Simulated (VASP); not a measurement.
Runs of VASP 6.6.1 on CuI. The structure is that of space group F-43m (No. 216), or close to it. The cells are those of the table. 

| task | spin | cell | cutoff (eV) | gap on the mesh (eV) | pressure (GPa) | moment (μB) |
| --- | --- | --- | --- | --- | --- | --- |
| single point | off | a = 4.298 Å, angles 60.0°, 2 atoms | 520 | 1.12 | 0.1 | - |
| electric field gradients | off | a = 4.298 Å, angles 60.0°, 2 atoms | 520 | 1.12 | 0.1 | - |
| relaxation of cell and atoms | off | relaxed from a = 4.298 Å, angles 60.0°, 2 atoms | 600 | 1.12 | 0.0 | - |
| single point | off | a = 4.326 Å, angles 60.0°, 2 atoms | 520 | (a) | -0.7 | - |
| single point | non-collinear, zero start, SOC | a = 4.298 Å, angles 60.0°, 2 atoms | 520 | - | 0.4 | 0.00 |
| single point | non-collinear, zero start, SOC | a = 4.301 Å, angles 60.0°, 2 atoms | 520 | - | 0.0 | 0.00 |

Alike in all rows: level PBE; potentials or basis VASP PAW PBE potentials, release 64 (Cu, I); k mesh 12 × 12 × 12; smearing fermi-dirac 0.05 eV.

Task: Fill in the values left out.

Result: (a) 1.07.

Caveats: spin-orbit coupling is left out, which moves the levels of the heavy elements (at least some runs); the relaxation stopped at its first step, so nothing moved (at least some runs).

A k mesh can miss the band edges, and rows without SOC leave out spin-orbit coupling on I.
